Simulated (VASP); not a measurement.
Runs of VASP 6.6.1 on SnTe. The structure is that of space group F-43m (No. 216), or close to it. The cells are those of the table. 

```tsv
cell	gap on the mesh (eV)	pressure (GPa)
a = 5.141 Å, angles 60.0°, 2 atoms	0.24	(b)
a = 5.207 Å, angles 60.0°, 2 atoms	0.32	-3.2
a = 5.038 Å, angles 60.0°, 2 atoms	0.09	-1.2
a = 5.073 Å, angles 60.0°, 2 atoms	0.14	(c)
a = 5.003 Å, angles 60.0°, 2 atoms	0.04	(a)
```

Alike in all rows: task single point; level LDA; potentials or basis VASP PAW LDA potentials, release 64 (Sn_d, Te); no spin polarisation; k mesh 6 × 6 × 6; cutoff (eV) 520; smearing gaussian 0.01 eV.

Estimate the missing entries.

(a) -0.7; (b) -2.5; (c) -1.7.

Caveats: spin-orbit coupling is left out, which moves the levels of the heavy elements.

A k mesh can miss the band edges, and the runs leave out spin-orbit coupling on Sn, Te.
